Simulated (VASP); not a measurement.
# Ni (P6/mmm) in VASP: a series of runs, part 2 of 2

VASP 6.6.1.

## 4. Single point, PBEsol, collinear spin, ferromagnetic start

This run uses another cell than the first one, of 11.38 Å³/atom, 1.041 times its volume.

File INCAR:

```
SYSTEM = Ni
ALGO = Normal ; EDIFF = 1E-7
ENCUT = 520 ; GGA = PS
ISIF = 2 ; ISMEAR = -1
ISPIN = 2 ; LASPH = .TRUE.
LCHARG = .FALSE. ; LMAXMIX = 4
LORBIT = 11 ; LREAL = .FALSE.
LWAVE = .FALSE. ; MAGMOM = 1
NBANDS = 15 ; NELM = 150
PREC = Accurate ; SIGMA = 0.1
```

File KPOINTS:

```
k-points
0
G
  18 18 17
  0 0 0
```

File POSCAR:

```
Ni
1.0
    2.3809912302      0.0000000000      0.0000000000
   -1.1904956151      2.0619988915      0.0000000000
    0.0000000000      0.0000000000      2.3188707123
Ni
1
Direct
    0.0000000000      0.0000000000      0.0000000000
```

Potentials or basis: VASP PAW PBE potentials, release 64 (Ni).

On the command line:

```console
$ cat potpaw_PBE.64/Ni/POTCAR > POTCAR
$ mpirun -np 1 vasp_std > vasp.out
```

OUTCAR:

```text
SYSTEM = Ni
   EDIFF = 1E-7
   ENCUT = 520
   GGA = PS
   ISIF = 2
   ISMEAR = -1
   ISPIN = 2
   LASPH = .TRUE.
   LORBIT = 11
   LREAL = .FALSE.
   NELM = 150
   PREC = Accurate

 ion  position               nearest neighbor table
   1  0.000  0.000  0.000-

  LATTYP: Found a hexagonal cell.
 ALAT       =     2.3809912302
 C/A-ratio  =     0.9739098082

  Lattice vectors:

 A1 = (   2.3809912302,   0.0000000000,   0.0000000000)
 A2 = (  -1.1904956151,   2.0619988915,   0.0000000000)
 A3 = (   0.0000000000,   0.0000000000,   2.3188707123)

Analysis of symmetry for initial positions (statically):
=====================================================================
 Subroutine PRICEL returns:
 Original cell was already a primitive cell.

 Routine SETGRP: Setting up the symmetry group for a
 hexagonal supercell.

 Subroutine GETGRP returns: Found 24 space group operations
 (whereof 24 operations were pure point group operations)
 out of a pool of 24 trial point group operations.

The static configuration has the point symmetry D_6h.

Analysis of symmetry for dynamics (positions and initial velocities):
=====================================================================
 Subroutine PRICEL returns:
 Original cell was already a primitive cell.

 Routine SETGRP: Setting up the symmetry group for a
 hexagonal supercell.

 Subroutine GETGRP returns: Found 24 space group operations
 (whereof 24 operations were pure point group operations)
 out of a pool of 24 trial point group operations.

The dynamic configuration has the point symmetry D_6h.

Analysis of structural, dynamic, and magnetic symmetry:
=====================================================================
 Subroutine PRICEL returns:
 Original cell was already a primitive cell.

 Routine SETGRP: Setting up the symmetry group for a
 hexagonal supercell.

 Subroutine GETGRP returns: Found 24 space group operations
 (whereof 24 operations were pure point group operations)
 out of a pool of 24 trial point group operations.

The overall configuration has the point symmetry D_6h.

 Subroutine INISYM returns: Found 24 space group operations
 (whereof 24 operations are pure point group operations),
 and found     1 'primitive' translations

----------------------------------------------------------------------------------------

                                     Primitive cell

  volume of cell :      11.3847

  direct lattice vectors                    reciprocal lattice vectors
     2.380991230  0.000000000  0.000000000     0.419993147  0.242483157  0.000000000
    -1.190495615  2.061998892  0.000000000     0.000000000  0.484966313  0.000000000
     0.000000000  0.000000000  2.318870712     0.000000000  0.000000000  0.431244396

  length of vectors
     2.380991230  2.380991230  2.318870712     0.484966313  0.484966313  0.431244396

  position of ions in fractional coordinates (direct lattice)
     0.000000000  0.000000000  0.000000000

  ion indices of the primitive-cell ions
   primitive index   ion index
                 1           1

----------------------------------------------------------------------------------------

 KPOINTS: k-points

Automatic generation of k-mesh.
 Grid dimensions read from file:
[... 67 lines left out ...]
   EDIFFG = 0.1E-05   stopping-criterion for IOM
   NSW    =      0    number of steps for IOM
   IBRION =     -1    ionic relax: 0-MD 1-quasi-New 2-CG
   NFREE  =      0    steps in history (QN), initial steepest desc. (CG)
   ISIF   =      2    stress and relaxation
   ISYM   =      2    0-nonsym 1-usesym 2-fastsym
   POTIM  = 0.5000    time-step for ionic-motion
   TEBEG  =    0.0;   TEEND  =   0.0 temperature during run
   PSTRESS=    0.0 pullay stress
   NELECT =      10.0000    total number of electrons
   NUPDOWN=      -1.0000    fix difference up-down
   EMIN   =  10.00;   EMAX   =-10.00  energy-range for DOS
   EFERMI =   0.00;   METHOD = LEGACY
   ISMEAR =    -1;   SIGMA  =   0.10  broadening in eV -4-tet -1-fermi 0-gaus
   EFERMI_NEDOS =   21; number of points for ismear=-14 and -15
   IALGO  =     38    algorithm
   IMIX   =      4    mixing-type and parameters
     AMIX     =   0.40;   BMIX     =  1.00
     AMIX_MAG =   1.60;   BMIX_MAG =  1.00
  volume/ion in A,a.u.               =      11.38        76.83
  Fermi-wavevector in a.u.,A,eV,Ry     =   1.567836  2.962780 33.444605  2.458109
  Thomas-Fermi vector in A             =   2.669956
   LORBIT       =     11    0 simple, 1 ext, 2 COOP (PROOUT), +10 PAW based schemes
   GGA     = PS    functional components
   LHFCALC =     F    Hartree Fock is set to
   AEXX    =    0.0000 exact exchange contribution
   IVDW    =     0    specifies the selected vdW correction
   LEPSILON=     F    determine dielectric tensor
   LRPA    =     F    only Hartree local field effects (RPA)
 spin polarized calculation
  energy-cutoff  :      520.00
  volume of cell :       11.38
 maximum number of plane-waves:       320
 NGX is ok and might be reduce to    18

 number of electron      10.0000007 magnetization       0.3906550

 Free energy of the ion-electron system (eV)
  ---------------------------------------------------
  ext. energy  EPLUGINS =         0.00000000
  ---------------------------------------------------
  free energy    TOTEN  =        -5.72671772 eV

  energy without entropy =       -5.66426080  energy(sigma->0) =       -5.69548926

 E-fermi :   8.4841     XC(G=0): -13.1121

 val. band max:        8.4834794955   @ k =   0.3333   0.2222   0.3529
 cond. band min:       8.4854782101   @ k =   0.0000   0.0000   0.1765
 fundamental gap:      0.0019987145
 Fermi energy:         8.4841201002

 spin component 1

 k-point     1 :       0.0000    0.0000    0.0000
  band No.  band energies     occupation
      1      -0.1386      1.00000
      2       4.7538      1.00000
      3       6.3745      1.00000
      4       6.3745      1.00000
      5       8.3043      0.85797
      6       8.3043      0.85797
      7      27.4240      0.00000
      8      32.5249      0.00000
      9      32.6392      0.00000
     10      35.7270      0.00000
     11      35.7270      0.00000
     12      37.9722      0.00000
     13      37.9722      0.00000
     14      44.6420      0.00000
[... 403 lines left out ...]
      4       7.1756      1.00000
      5       7.9788      0.99365
      6       9.5565      0.00002
      7      14.9747      0.00000
      8      23.0437      0.00000
      9      34.7954      0.00000
     10      35.3219      0.00000
     11      36.3999      0.00000
     12      40.6666      0.00000
     13      43.0472      0.00000
     14      48.3662      0.00000
     15      50.3592      0.00000

 [... further k-points ...]

 spin component 2

 k-point     1 :       0.0000    0.0000    0.0000
  band No.  band energies     occupation
      1      -0.1263      1.00000
      2       5.0853      1.00000
      3       6.7848      1.00000
      4       6.7848      1.00000
      5       8.7625      0.05819
      6       8.7625      0.05819
      7      27.4621      0.00000
      8      32.4691      0.00000
      9      32.7224      0.00000
     10      35.8142      0.00000
     11      35.8142      0.00000
     12      38.0236      0.00000
     13      38.0236      0.00000
     14      44.7345      0.00000
[... 403 lines left out ...]
      4       7.5983      0.99986
      5       8.4277      0.63751
      6       9.8512      0.00000
      7      15.1711      0.00000
      8      23.1129      0.00000
      9      34.8069      0.00000
     10      35.3641      0.00000
     11      36.4669      0.00000
     12      40.7136      0.00000
     13      43.0683      0.00000
     14      48.4243      0.00000
     15      50.4488      0.00000

 [... further k-points ...]
[... 5 lines left out ...]
  --------------------------------------------------------------------------------------
  -------------------------------------------------------------------------------------
  Total       -0.1572168     -0.1572168     -0.1778705     -0.0000000      0.0000000      0.0000000
  in kB      -22.1251757    -22.1251757    -25.0317842     -0.0000000      0.0000000      0.0000000
  external PRESSURE =     -23.0940452 kB  Pullay stress =       0.0000000 kB

 VOLUME and BASIS-vectors are now :
 -----------------------------------------------------------------------------
  energy-cutoff  :      520.00
  volume of cell :       11.38
      direct lattice vectors                 reciprocal lattice vectors
     2.380991230  0.000000000  0.000000000     0.419993147  0.242483157  0.000000000
    -1.190495615  2.061998892  0.000000000     0.000000000  0.484966313  0.000000000
     0.000000000  0.000000000  2.318870712     0.000000000  0.000000000  0.431244396

 POSITION                                       TOTAL-FORCE (eV/Angst)
 -----------------------------------------------------------------------------------
      0.00000      0.00000      0.00000        -0.000000      0.000000      0.000000
 -----------------------------------------------------------------------------------
    total drift:                               -0.000000      0.000000     -0.000000

  FREE ENERGIE OF THE ION-ELECTRON SYSTEM (eV)
  ---------------------------------------------------
  free  energy   TOTEN  =        -5.7267177238 eV

  energy  without entropy=       -5.6642608038  energy(sigma->0) =       -5.69548926

 total charge

# of ion       s       p       d       tot
------------------------------------------
    1        0.524   0.467   8.351   9.342

 magnetization (x)

# of ion       s       p       d       tot
------------------------------------------
    1       -0.003  -0.007   0.402   0.392
```

It took 53 s on 1 thread of AMD EPYC 9R45 (Zen 5), shared host; peak memory 0.15 GiB.

Results:

```
Free energy                                           : -5.7267 eV
Pressure                                              : -2.3 GPa
Net moment                                            : 0.39 μB per cell
Site moments                                          : Ni +0.39 μB
Valence electrons inside the program's atomic spheres : Ni 9.34
```

Levels at points of the mesh, in eV from the Fermi level:
Spin up:
```csv
k point,band 2,band 3,band 4,band 5,band 6,band 7,band 8,band 9
"(0.00, 0.00, 0.00)",-3.73,-2.11,-2.11,-0.18,-0.18,18.94,24.04,24.16
"(0.50, 0.00, 0.00)",-3.12,-1.39,-0.42,-0.18,-0.04,5.63,17.49,23.15
```
Spin down:
```
           k point  band 2  band 3  band 4  band 5  band 6  band 7  band 8  band 9
(0.00, 0.00, 0.00)   -3.40   -1.70   -1.70    0.28    0.28   18.98   23.98   24.24
(0.50, 0.00, 0.00)   -2.79   -0.96   -0.18    0.03    0.43    5.87   17.53   23.25
```

Caveat: the PAW data sets were made with another functional, which shifts forces and pressure a little.

## 5. Single point, PBEsol, collinear spin, ferromagnetic start

This run uses another cell than the first one, of 11.38 Å³/atom, 1.041 times its volume.

File INCAR:

```
  PREC = Accurate
  ENCUT = 520
  EDIFF = 1E-7
  ISMEAR = -1
  SIGMA = 0.1
  LREAL = False
  LASPH = True
  NELM = 150
  ALGO = Normal
  ISIF = 2
  LWAVE = False
  LCHARG = False
  ISPIN = 2
  MAGMOM = 1
  LORBIT = 11
  LMAXMIX = 4
  GGA = PS
  NBANDS = 15
```

File KPOINTS:

```
Automatic mesh
0
Gamma
  18 18 17
```

File POSCAR:

```
Ni
1.0
    2.3806254713      0.0000000000      0.0000000000
   -1.1903127357      2.0616821351      0.0000000000
    0.0000000000      0.0000000000      2.3194131667
Ni
1
Direct
    0.0000000000      0.0000000000      0.0000000000
```

On the command line:

```console
$ cat potpaw_PBE.64/Ni/POTCAR > POTCAR
$ mpirun -np 1 vasp_std > vasp.out
```

It took 57 s on 1 thread of AMD EPYC 9R45 (Zen 5), shared host; peak memory 0.15 GiB.

Results (log left out):

```
Free energy                                           : -5.7267 eV
Pressure                                              : -2.3 GPa
Net moment                                            : 0.39 μB per cell
Site moments                                          : Ni +0.39 μB
Valence electrons inside the program's atomic spheres : Ni 9.34
```

Stress tensor (GPa, compression positive):
```
-2.14  0.00  0.00
 0.00 -2.14  0.00
 0.00  0.00 -2.59
```

Levels at points of the mesh, in eV from the Fermi level:
Spin up:
```csv
k point,band 2,band 3,band 4,band 5,band 6,band 7,band 8,band 9
"(0.00, 0.00, 0.00)",-3.73,-2.11,-2.11,-0.18,-0.18,18.93,24.05,24.14
"(0.50, 0.00, 0.00)",-3.12,-1.39,-0.42,-0.17,-0.04,5.64,17.50,23.16
```
Spin down:
| k point | band 1 | band 2 | band 3 | band 4 | band 5 | band 6 | band 7 | band 8 | band 9 | band 10 |
| --- | --- | --- | --- | --- | --- | --- | --- | --- | --- | --- |
| (0.00, 0.00, 0.00) | -8.61 | -3.40 | -1.70 | -1.70 | 0.28 | 0.28 | 18.96 | 23.99 | 24.23 | 27.34 |
| (0.50, 0.00, 0.00) | -4.28 | -2.79 | -0.97 | -0.18 | 0.03 | 0.43 | 5.88 | 17.54 | 23.25 | 26.18 |

Caveat: the PAW data sets were made with another functional, which shifts forces and pressure a little.

## 6. Relaxation of cell and atoms, PBEsol, collinear spin, ferromagnetic start, target pressure -2.2 GPa, at which the enthalpy is minimised

This run uses another cell than the first one: it holds 3 atoms, not 1.

File INCAR:

```
  PREC = Accurate
  ENCUT = 600
  EDIFF = 1E-7
  ISMEAR = -1
  SIGMA = 0.1
  LREAL = F
  LASPH = T
  NELM = 150
  ALGO = Normal
  ISIF = 3
  LWAVE = F
  LCHARG = F
  ISPIN = 2
  MAGMOM = 1 1 1
  LORBIT = 11
  LMAXMIX = 4
  GGA = PS
  IBRION = 2
  NSW = 60
  EDIFFG = -0.005
  PSTRESS = -22.0
```

File KPOINTS:

```
Automatic mesh
0
Gamma
  9 9 13
```

File POSCAR:

```
Ni
1.0
    3.8860461924      0.0000000000      0.0000000000
   -1.9430230962      3.3654147229      0.0000000000
    0.0000000000      0.0000000000      2.4093486393
Ni
3
Direct
    0.0000000000      0.0000000000      0.0000000000
    0.3333333333      0.6666666667      0.5000000000
    0.6666666667      0.3333333333      0.5000000000
```

Potentials or basis: VASP PAW PBE potentials, release 64 (Ni).

On the command line:

```console
$ cat potpaw_PBE.64/Ni/POTCAR > POTCAR
$ mpirun -np 1 vasp_std > vasp.out
```

Run time: 3.2 min. Hardware: 1 thread of Intel Xeon 6975P-C (Granite Rapids), shared host; peak memory 0.24 GiB.

It converged, with:

- Free energy: -18.1032 eV
- Relaxed volume: 10.71 Å³/atom
- Relaxed cell: a = 3.944 Å, b = 3.944 Å, c = 2.386 Å, α = 90.00°, β = 90.00°, γ = 120.00°
- Space group after relaxing (to 0.05 Å): P6/mmm (No. 191)
- Energy change on relaxing (the enthalpy is what falls): -4.6 meV/atom
- Ionic steps: 5
- Pressure after relaxing: -2.2 GPa
- Net moment: 1.79 μB per cell
- Site moments: Ni +0.58, +0.61 μB
- Valence electrons inside the program's atomic spheres: Ni 9.30, 9.39

Step by step:
| step | energy change (eV) | largest force (eV/Å) | pressure (GPa) | volume (Å³) |
| --- | --- | --- | --- | --- |
| 1 | 0.0000 | 0.0000 | 2.34 | 31.51 |
| 2 | 0.0069 | 0.0000 | -6.58 | 32.88 |
| 3 | -0.0092 | 0.0000 | -3.32 | 32.33 |
| 4 | -0.0143 | 0.0000 | -2.01 | 32.10 |
| 5 | -0.0139 | 0.0000 | -2.21 | 32.14 |

Final structure:
```
Ni
1.0
     3.94403    0.00000    0.00000
    -1.97202    3.41563    0.00000
     0.00000    0.00000    2.38551
Ni
3
Direct
  0.00000 0.00000 0.00000
  0.33333 0.66667 0.50000
  0.66667 0.33333 0.50000
```

Levels at points of the mesh, in eV from the Fermi level:
Spin up:
| k point | band 13 | band 14 | band 15 | band 16 | band 17 | band 18 | band 19 | band 20 |
| --- | --- | --- | --- | --- | --- | --- | --- | --- |
| (0.00, 0.00, 0.00) | -1.51 | -1.51 | -0.41 | -0.41 | 6.13 | 6.13 | 6.16 | 6.16 |
Spin down:
| k point | band 11 | band 12 | band 13 | band 14 | band 15 | band 16 | band 17 | band 18 |
| --- | --- | --- | --- | --- | --- | --- | --- | --- |
| (0.00, 0.00, 0.00) | -0.91 | -0.91 | -0.87 | -0.87 | 0.27 | 0.27 | 6.40 | 6.40 |

Caveat: the cell is relaxed towards a set pressure, so the enthalpy falls and the energy may rise; the PAW data sets were made with another functional, which shifts forces and pressure a little.

## 7. Overview

```csv
task,cell,k mesh,cutoff (eV),gap on the mesh (eV),pressure (GPa),moment (μB)
relaxation of cell and atoms,"relaxed to -2.2 GPa from a = 2.377, b = 2.377, c = 2.234 Å, angles 90.0, 90.0, 120.0°, 1 atom",18 × 18 × 17,600,none,-2.2,0.38
relaxation of cell and atoms,"relaxed to -2.2 GPa from a = 2.381, b = 2.381, c = 2.319 Å, angles 90.0, 90.0, 120.0°, 1 atom",18 × 18 × 17,600,none,-2.2,0.38
single point,"a = 2.381, b = 2.381, c = 2.319 Å, angles 90.0, 90.0, 120.0°, 1 atom",18 × 18 × 17,520,none,-2.3,0.39
relaxation of cell and atoms,"relaxed to -2.2 GPa from a = 3.886, b = 3.886, c = 2.409 Å, angles 90.0, 90.0, 120.0°, 3 atoms",9 × 9 × 13,600,none,-2.2,1.79
```

Alike in all rows: level PBEsol; potentials or basis VASP PAW PBE potentials, release 64 (Ni); spin collinear, ferromagnetic start; smearing fermi-dirac 0.1 eV.

Caveats: the PAW data sets were made with another functional, which shifts forces and pressure a little; the cell is relaxed towards a set pressure, so the enthalpy falls and the energy may rise (some runs).

Absolute energies hang on the potentials; compare differences alone.
